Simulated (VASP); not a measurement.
# Zn3Bi2 (Pm-3m) in VASP: further runs

Zn3Bi2 is run at these levels: PBE; tasks: single point, relaxation of cell and atoms.

All numbers are computed with VASP 6.6.1; they aren't measurements. Logs are shortened: lines on timing, memory, paths and dates and some standing lists are left out, and cuts for length are marked.

## Step 1: The cell of the first run

Symmetry: Pm-3m, No. 221, cubic system. The conventional cell has a = 4.740 Å, b = 4.740 Å, c = 4.740 Å, α = 90.00°, β = 90.00°, γ = 90.00°. Within 3.1 Å of Zn (site symmetry 4/mmm) lie 2 Bi at 2.37 Å. Bi (site symmetry m-3m) has 12 Zn at 3.35 Å and 8 Bi at 4.10 Å within 4.4 Å. Within 3.1 Å of Bi (site symmetry m-3m) lie 6 Zn at 2.37 Å.

## Step 2: Single point, PBE

Input file INCAR:

```
PREC = Accurate
ENCUT = 520
EDIFF = 1E-7
ISMEAR = 0
SIGMA = 0.1
LREAL = F
LASPH = T
NELM = 60
ALGO = Normal
ISIF = 2
LWAVE = F
LCHARG = F
GGA = PE
NBANDS = 41
```

Input file KPOINTS:

```
regular mesh
0
Gamma
  4 4 4
```

Input file POSCAR:

```
Zn3Bi2
1.0
    4.7395465000      0.0000000000      0.0000000000
    0.0000000000      4.7395465000      0.0000000000
    0.0000000000      0.0000000000      4.7395465000
Zn Bi
3 2
Direct
    0.5000000000      0.0000000000      0.0000000000
    0.0000000000      0.5000000000      0.0000000000
    0.0000000000      0.0000000000      0.5000000000
    0.5000000000      0.5000000000      0.5000000000
    0.0000000000      0.0000000000      0.0000000000
```

Potentials or basis: VASP PAW PBE potentials, release 64 (Zn, Bi_d).

The run is started by

```bash
$ cat potpaw_PBE.64/Zn/POTCAR potpaw_PBE.64/Bi_d/POTCAR > POTCAR
$ mpirun -np 1 vasp_std > vasp.out
```

OUTCAR:

```text
PREC = Accurate
   ENCUT = 520
   EDIFF = 1E-7
   ISMEAR = 0
   LREAL = F
   LASPH = T
   NELM = 60
   ISIF = 2
   GGA = PE

 ion  position               nearest neighbor table
   1  0.500  0.000  0.000-   5 2.37   5 2.37   4 3.35   4 3.35   4 3.35   4 3.35
   2  0.000  0.500  0.000-   5 2.37   5 2.37   4 3.35   4 3.35   4 3.35   4 3.35
   3  0.000  0.000  0.500-   5 2.37   5 2.37   4 3.35   4 3.35   4 3.35   4 3.35
   4  0.500  0.500  0.500-   1 3.35   2 3.35   3 3.35   1 3.35   2 3.35   1 3.35   3 3.35   1 3.35
                             2 3.35   3 3.35   2 3.35   3 3.35
   5  0.000  0.000  0.000-   1 2.37   2 2.37   3 2.37   3 2.37   2 2.37   1 2.37

  LATTYP: Found a simple cubic cell.
 ALAT       =     4.7395465000

  Lattice vectors:

 A1 = (   4.7395465000,   0.0000000000,   0.0000000000)
 A2 = (   0.0000000000,   4.7395465000,   0.0000000000)
 A3 = (   0.0000000000,   0.0000000000,   4.7395465000)

Analysis of symmetry for initial positions (statically):
=====================================================================
 Subroutine PRICEL returns:
 Original cell was already a primitive cell.

 Routine SETGRP: Setting up the symmetry group for a
 simple cubic supercell.

 Subroutine GETGRP returns: Found 48 space group operations
 (whereof 48 operations were pure point group operations)
 out of a pool of 48 trial point group operations.

The static configuration has the point symmetry O_h .

Analysis of symmetry for dynamics (positions and initial velocities):
=====================================================================
 Subroutine PRICEL returns:
 Original cell was already a primitive cell.

 Routine SETGRP: Setting up the symmetry group for a
 simple cubic supercell.

 Subroutine GETGRP returns: Found 48 space group operations
 (whereof 48 operations were pure point group operations)
 out of a pool of 48 trial point group operations.

The dynamic configuration has the point symmetry O_h .

 Subroutine INISYM returns: Found 48 space group operations
 (whereof 48 operations are pure point group operations),
 and found     1 'primitive' translations

----------------------------------------------------------------------------------------

                                     Primitive cell

  volume of cell :     106.4659

[... 78 lines left out ...]
   NELM   =     60;   NELMIN=  2; NELMDL= -5     # of ELM steps
   EDIFF  = 0.1E-06   stopping-criterion for ELM
   LREAL  =      F    real-space projection
   EDIFFG = 0.1E-05   stopping-criterion for IOM
   NSW    =      0    number of steps for IOM
   IBRION =     -1    ionic relax: 0-MD 1-quasi-New 2-CG
   NFREE  =      0    steps in history (QN), initial steepest desc. (CG)
   ISIF   =      2    stress and relaxation
   ISYM   =      2    0-nonsym 1-usesym 2-fastsym
   POTIM  = 0.5000    time-step for ionic-motion
   TEBEG  =    0.0;   TEEND  =   0.0 temperature during run
   PSTRESS=    0.0 pullay stress
   NELECT =      66.0000    total number of electrons
   NUPDOWN=      -1.0000    fix difference up-down
   EMIN   =  10.00;   EMAX   =-10.00  energy-range for DOS
   EFERMI =   0.00;   METHOD = LEGACY
   ISMEAR =     0;   SIGMA  =   0.10  broadening in eV -4-tet -1-fermi 0-gaus
   EFERMI_NEDOS =   21; number of points for ismear=-14 and -15
   IALGO  =     38    algorithm
   IMIX   =      4    mixing-type and parameters
     AMIX     =   0.40;   BMIX     =  1.00
     AMIX_MAG =   1.60;   BMIX_MAG =  1.00
  volume/ion in A,a.u.               =      21.29       143.69
  Fermi-wavevector in a.u.,A,eV,Ry     =   1.395895  2.637859 26.511255  1.948522
  Thomas-Fermi vector in A             =   2.519302
   LORBIT       =      0    0 simple, 1 ext, 2 COOP (PROOUT), +10 PAW based schemes
   GGA     = PE    functional components
   LHFCALC =     F    Hartree Fock is set to
   AEXX    =    0.0000 exact exchange contribution
   IVDW    =     0    specifies the selected vdW correction
   LEPSILON=     F    determine dielectric tensor
   LRPA    =     F    only Hartree local field effects (RPA)
 non-spin polarized calculation
 Gauss-broadening in eV      SIGMA  =   0.10
  energy-cutoff  :      520.00
  volume of cell :      106.47
 maximum number of plane-waves:      2897
 NGX is ok and might be reduce to    36
   NGX = 17   NGY = 17   NGZ = 17

 number of electron      66.0000048 magnetization

 Free energy of the ion-electron system (eV)
  ---------------------------------------------------
  ext. energy  EPLUGINS =         0.00000000
  ---------------------------------------------------
  free energy    TOTEN  =        -5.48222329 eV

  energy without entropy =       -5.46282831  energy(sigma->0) =       -5.47252580

 E-fermi :   5.9550     XC(G=0): -10.7514

 val. band max:        5.9415602169   @ k =   0.2500   0.2500   0.0000
 cond. band min:       6.1668773934   @ k =   0.2500   0.2500   0.0000
 fundamental gap:      0.2253171765
 Fermi energy:         5.9549776677

 k-point     1 :       0.0000    0.0000    0.0000
  band No.  band energies     occupation
      1     -18.2221      2.00000
      2     -18.2221      2.00000
      3     -17.9438      2.00000
      4     -17.9438      2.00000
      5     -17.9438      2.00000
      6     -16.1409      2.00000
[... 429 lines left out ...]
     40      12.8657      0.00000
     41      12.8657      0.00000

------------------------ aborting loop because EDIFF is reached ----------------------------------------

  FORCE on cell =-STRESS in cart. coord.  units (eV):
  Direction    XX          YY          ZZ          XY          YZ          ZX
  --------------------------------------------------------------------------------------
  -------------------------------------------------------------------------------------
  Total       16.5133854     16.5133854     16.5133854      0.0000000     -0.0000000      0.0000000
  in kB      248.5056887    248.5056887    248.5056887      0.0000000     -0.0000000      0.0000000
  external PRESSURE =     248.5056887 kB  Pullay stress =       0.0000000 kB

 VOLUME and BASIS-vectors are now :
 -----------------------------------------------------------------------------
  energy-cutoff  :      520.00
  volume of cell :      106.47
      direct lattice vectors                 reciprocal lattice vectors
     4.739546500  0.000000000  0.000000000     0.210990651  0.000000000  0.000000000
     0.000000000  4.739546500  0.000000000     0.000000000  0.210990651  0.000000000
     0.000000000  0.000000000  4.739546500     0.000000000  0.000000000  0.210990651

 POSITION                                       TOTAL-FORCE (eV/Angst)
 -----------------------------------------------------------------------------------
      2.36977      0.00000      0.00000         0.000000      0.000000      0.000000
      0.00000      2.36977      0.00000         0.000000      0.000000      0.000000
      0.00000      0.00000      2.36977         0.000000      0.000000      0.000000
      2.36977      2.36977      2.36977         0.000000      0.000000      0.000000
      0.00000      0.00000      0.00000         0.000000      0.000000      0.000000
 -----------------------------------------------------------------------------------
    total drift:                                0.000000      0.000000     -0.000000

  FREE ENERGIE OF THE ION-ELECTRON SYSTEM (eV)
  ---------------------------------------------------
  free  energy   TOTEN  =        -5.4822232941 eV

  energy  without entropy=       -5.4628283107  energy(sigma->0) =       -5.47252580
```

stdout:

```text
POSCAR found type information on POSCAR ZnBi
 POSCAR found :  2 types and       5 ions
 scaLAPACK will be used
 LDA part: xc-table for (Slater+PW92), standard interpolation
 POSCAR, INCAR and KPOINTS ok, starting setup
 FFT: planning ... GRIDC
 FFT: planning ... GRID_SOFT
 FFT: planning ... GRID
 WAVECAR not read
 entering main loop
```

Wall time 60 s (1 thread of Oxide Virtual Turin-like, shared host); peak memory 0.18 GiB.

Results:

```yaml
Free_energy: -5.4822 eV
Pressure: 24.9 GPa
Band_gap_on_the_k_mesh: zero (band 33 reaches 6.29 eV, above the bottom of band 34 at 5.11 eV)
```

Levels at points of the mesh, in eV from the Fermi level:
```tsv
k point	band 30	band 31	band 32	band 33	band 34	band 35	band 36	band 37
(0.00, 0.00, 0.00)	-4.70	-1.70	-1.70	0.34	0.34	0.34	0.66	4.00
(0.50, 0.00, 0.00)	-3.75	-2.89	-1.26	-0.85	-0.85	1.73	4.11	4.19
(0.50, 0.50, 0.00)	-3.09	-1.09	-0.03	-0.03	0.26	0.29	2.02	2.02
(0.50, 0.50, 0.50)	-5.33	-3.38	-3.38	-3.38	6.31	6.31	6.31	6.87
```

Caveat: spin-orbit coupling is left out, which moves the levels of the heavy elements.

## Step 3: Single point, PBE

This run uses another cell than the first one, of 29.89 Å³/atom, 1.404 times its volume.

Input file INCAR:

```
ALGO = Normal ; EDIFF = 1E-7
ENCUT = 520 ; GGA = PE
ISIF = 2 ; ISMEAR = 0
LASPH = True ; LCHARG = False
LREAL = False ; LWAVE = False
NBANDS = 41 ; NELM = 80
PREC = Accurate ; SIGMA = 0.1
```

Input file KPOINTS:

```
k-points
0
Gamma
  4 4 4
```

Changes to POSCAR since step 2:

```diff
@@ -2,5 +2,5 @@
 1.0
-    4.7395465000      0.0000000000      0.0000000000
-    0.0000000000      4.7395465000      0.0000000000
-    0.0000000000      0.0000000000      4.7395465000
+    5.3069839104      0.0000000000      0.0000000000
+    0.0000000000      5.3069839104      0.0000000000
+    0.0000000000      0.0000000000      5.3069839104
 Zn Bi
```

Potentials or basis: VASP PAW PBE potentials, release 64 (Zn, Bi_d).

The run is started by

```bash
$ cat potpaw_PBE.64/Zn/POTCAR potpaw_PBE.64/Bi_d/POTCAR > POTCAR
$ mpirun -np 1 vasp_std > vasp.out
```

OUTCAR:

```text
EDIFF = 1E-7
   ENCUT = 520
   GGA = PE
   ISIF = 2
   ISMEAR = 0
   LASPH = True
   LREAL = False
   NELM = 80
   PREC = Accurate

 ion  position               nearest neighbor table
   1  0.500  0.000  0.000-   5 2.65   5 2.65
   2  0.000  0.500  0.000-   5 2.65   5 2.65
   3  0.000  0.000  0.500-   5 2.65   5 2.65
   4  0.500  0.500  0.500-
   5  0.000  0.000  0.000-   1 2.65   2 2.65   3 2.65   3 2.65   2 2.65   1 2.65

  LATTYP: Found a simple cubic cell.
 ALAT       =     5.3069839104

  Lattice vectors:

 A1 = (   5.3069839104,   0.0000000000,   0.0000000000)
 A2 = (   0.0000000000,   5.3069839104,   0.0000000000)
 A3 = (   0.0000000000,   0.0000000000,   5.3069839104)

Analysis of symmetry for initial positions (statically):
=====================================================================
 Subroutine PRICEL returns:
 Original cell was already a primitive cell.

 Routine SETGRP: Setting up the symmetry group for a
 simple cubic supercell.

 Subroutine GETGRP returns: Found 48 space group operations
 (whereof 48 operations were pure point group operations)
 out of a pool of 48 trial point group operations.

The static configuration has the point symmetry O_h .

Analysis of symmetry for dynamics (positions and initial velocities):
=====================================================================
 Subroutine PRICEL returns:
 Original cell was already a primitive cell.

 Routine SETGRP: Setting up the symmetry group for a
 simple cubic supercell.

 Subroutine GETGRP returns: Found 48 space group operations
 (whereof 48 operations were pure point group operations)
 out of a pool of 48 trial point group operations.

The dynamic configuration has the point symmetry O_h .

 Subroutine INISYM returns: Found 48 space group operations
 (whereof 48 operations are pure point group operations),
 and found     1 'primitive' translations

----------------------------------------------------------------------------------------

                                     Primitive cell

  volume of cell :     149.4663

  direct lattice vectors                    reciprocal lattice vectors
     5.306983910  0.000000000  0.000000000     0.188430946  0.000000000  0.000000000
     0.000000000  5.306983910  0.000000000     0.000000000  0.188430946  0.000000000
     0.000000000  0.000000000  5.306983910     0.000000000  0.000000000  0.188430946

  length of vectors
     5.306983910  5.306983910  5.306983910     0.188430946  0.188430946  0.188430946

  position of ions in fractional coordinates (direct lattice)
     0.500000000  0.000000000  0.000000000
     0.000000000  0.500000000  0.000000000
     0.000000000  0.000000000  0.500000000
     0.500000000  0.500000000  0.500000000
     0.000000000  0.000000000  0.000000000

  ion indices of the primitive-cell ions
   primitive index   ion index
                 1           1
                 2           2
                 3           3
[... 22 lines left out ...]
     0.000000000  0.000000000  0.000000000

 Subroutine IBZKPT returns following result:
 ===========================================

 Found     10 irreducible k-points:

 Following reciprocal coordinates:
            Coordinates               Weight
  0.000000  0.000000  0.000000      1.000000
  0.250000  0.000000  0.000000      6.000000
  0.500000  0.000000  0.000000      3.000000
  0.250000  0.250000  0.000000     12.000000
  0.500000  0.250000  0.000000     12.000000
  0.500000  0.500000  0.000000      3.000000
  0.250000  0.250000  0.250000      8.000000
  0.500000  0.250000  0.250000     12.000000
  0.500000  0.500000  0.250000      6.000000
  0.500000  0.500000  0.500000      1.000000
   k-points           NKPTS =     10   k-points in BZ     NKDIM =     10   number of bands    NBANDS=     41
   number of dos      NEDOS =    301   number of ions     NIONS =      5
   total plane-waves  NPLWV =  64000
   dimension x,y,z NGX =    40 NGY =   40 NGZ =   40
   dimension x,y,z NGXF=    80 NGYF=   80 NGZF=   80
   ions per type =               3   2
   NGX,Y,Z   is equivalent  to a cutoff of  12.53, 12.53, 12.53 a.u.
   NGXF,Y,Z  is equivalent  to a cutoff of  25.06, 25.06, 25.06 a.u.
 SYSTEM =  unknown system
   PREC   = accura    normal or accurate (medium, high low for compatibility)
   ISTART =      0    job   : 0-new  1-cont  2-samecut
   ICHARG =      2    charge: 1-file 2-atom 10-const
   ISPIN  =      1    spin polarized calculation?
   LNONCOLLINEAR =      F non collinear calculations
   LSORBIT =      F    spin-orbit coupling
   LASPH  =      T    aspherical Exc in radial PAW
   ENCUT  =  520.0 eV  38.22 Ry    6.18 a.u.   9.87  9.87  9.87*2*pi/ulx,y,z
   NELM   =     80;   NELMIN=  2; NELMDL= -5     # of ELM steps
   EDIFF  = 0.1E-06   stopping-criterion for ELM
   LREAL  =      F    real-space projection
   EDIFFG = 0.1E-05   stopping-criterion for IOM
   NSW    =      0    number of steps for IOM
   IBRION =     -1    ionic relax: 0-MD 1-quasi-New 2-CG
   NFREE  =      0    steps in history (QN), initial steepest desc. (CG)
   ISIF   =      2    stress and relaxation
   ISYM   =      2    0-nonsym 1-usesym 2-fastsym
   POTIM  = 0.5000    time-step for ionic-motion
   TEBEG  =    0.0;   TEEND  =   0.0 temperature during run
   PSTRESS=    0.0 pullay stress
   NELECT =      66.0000    total number of electrons
   NUPDOWN=      -1.0000    fix difference up-down
   EMIN   =  10.00;   EMAX   =-10.00  energy-range for DOS
   EFERMI =   0.00;   METHOD = LEGACY
   ISMEAR =     0;   SIGMA  =   0.10  broadening in eV -4-tet -1-fermi 0-gaus
   EFERMI_NEDOS =   21; number of points for ismear=-14 and -15
   IALGO  =     38    algorithm
   IMIX   =      4    mixing-type and parameters
     AMIX     =   0.40;   BMIX     =  1.00
     AMIX_MAG =   1.60;   BMIX_MAG =  1.00
  volume/ion in A,a.u.               =      29.89       201.73
  Fermi-wavevector in a.u.,A,eV,Ry     =   1.246642  2.355812 21.145031  1.554116
  Thomas-Fermi vector in A             =   2.380810
   LORBIT       =      0    0 simple, 1 ext, 2 COOP (PROOUT), +10 PAW based schemes
   GGA     = PE    functional components
   LHFCALC =     F    Hartree Fock is set to
   AEXX    =    0.0000 exact exchange contribution
   IVDW    =     0    specifies the selected vdW correction
   LEPSILON=     F    determine dielectric tensor
   LRPA    =     F    only Hartree local field effects (RPA)
 non-spin polarized calculation
 Gauss-broadening in eV      SIGMA  =   0.10
  energy-cutoff  :      520.00
  volume of cell :      149.47
 maximum number of plane-waves:      4068
 NGX is ok and might be reduce to    40
   NGX = 19   NGY = 19   NGZ = 19

 number of electron      66.0000133 magnetization

 Free energy of the ion-electron system (eV)
  ---------------------------------------------------
  ext. energy  EPLUGINS =         0.00000000
  ---------------------------------------------------
  free energy    TOTEN  =        -7.94406444 eV

  energy without entropy =       -7.91278316  energy(sigma->0) =       -7.92842380

 E-fermi :   3.0237     XC(G=0):  -9.1550

 val. band max:        2.9981447173   @ k =   0.2500   0.2500   0.0000
 cond. band min:       3.1190885868   @ k =   0.2500   0.2500   0.0000
 fundamental gap:      0.1209438695
 Fermi energy:         3.0237315691

 k-point     1 :       0.0000    0.0000    0.0000
  band No.  band energies     occupation
      1     -20.3640      2.00000
      2     -20.3640      2.00000
      3     -20.2663      2.00000
      4     -20.2663      2.00000
      5     -20.2663      2.00000
      6     -19.0660      2.00000
[... 429 lines left out ...]
     40       8.2121      0.00000
     41       8.2121      0.00000

------------------------ aborting loop because EDIFF is reached ----------------------------------------

  FORCE on cell =-STRESS in cart. coord.  units (eV):
  Direction    XX          YY          ZZ          XY          YZ          ZX
  --------------------------------------------------------------------------------------
  -------------------------------------------------------------------------------------
  Total        0.1870614      0.1870614      0.1870614     -0.0000000     -0.0000000      0.0000000
  in kB        2.0051707      2.0051707      2.0051707     -0.0000000     -0.0000000      0.0000000
  external PRESSURE =       2.0051707 kB  Pullay stress =       0.0000000 kB

 VOLUME and BASIS-vectors are now :
 -----------------------------------------------------------------------------
  energy-cutoff  :      520.00
  volume of cell :      149.47
      direct lattice vectors                 reciprocal lattice vectors
     5.306983910  0.000000000  0.000000000     0.188430946  0.000000000  0.000000000
     0.000000000  5.306983910  0.000000000     0.000000000  0.188430946  0.000000000
     0.000000000  0.000000000  5.306983910     0.000000000  0.000000000  0.188430946

 POSITION                                       TOTAL-FORCE (eV/Angst)
 -----------------------------------------------------------------------------------
      2.65349      0.00000      0.00000         0.000000      0.000000      0.000000
      0.00000      2.65349      0.00000         0.000000      0.000000      0.000000
      0.00000      0.00000      2.65349         0.000000      0.000000      0.000000
      2.65349      2.65349      2.65349         0.000000      0.000000      0.000000
      0.00000      0.00000      0.00000         0.000000      0.000000      0.000000
 -----------------------------------------------------------------------------------
    total drift:                               -0.000000      0.000000     -0.000000

  FREE ENERGIE OF THE ION-ELECTRON SYSTEM (eV)
  ---------------------------------------------------
  free  energy   TOTEN  =        -7.9440644396 eV

  energy  without entropy=       -7.9127831596  energy(sigma->0) =       -7.92842380
```

stdout:

```text
POSCAR found type information on POSCAR ZnBi
 POSCAR found :  2 types and       5 ions
 scaLAPACK will be used
 LDA part: xc-table for (Slater+PW92), standard interpolation
 POSCAR, INCAR and KPOINTS ok, starting setup
 FFT: planning ... GRIDC
 FFT: planning ... GRID_SOFT
 FFT: planning ... GRID
 WAVECAR not read
 entering main loop
```

Run time: 52 s. Hardware: 1 thread of Oxide Virtual Turin-like, shared host; peak memory 0.22 GiB.

Results:

```yaml
Free_energy: -7.9441 eV
Pressure: 0.2 GPa
Band_gap_on_the_k_mesh: zero (band 33 reaches 3.00 eV, above the bottom of band 34 at 2.64 eV)
```

Levels at points of the mesh, in eV from the Fermi level:
```csv
k point,band 30,band 31,band 32,band 33,band 34,band 35,band 36,band 37
"(0.00, 0.00, 0.00)",-3.43,-1.91,-1.91,-1.27,0.22,0.22,0.22,3.92
"(0.50, 0.00, 0.00)",-2.93,-2.81,-1.69,-0.38,-0.38,2.17,2.20,3.46
"(0.50, 0.50, 0.00)",-2.59,-1.71,-0.08,-0.08,0.25,0.51,2.22,2.22
"(0.50, 0.50, 0.50)",-4.67,-2.03,-2.03,-2.03,4.54,4.54,4.54,4.59
```

Caveat: spin-orbit coupling is left out, which moves the levels of the heavy elements.

(Part 1 of 2 ends here.)
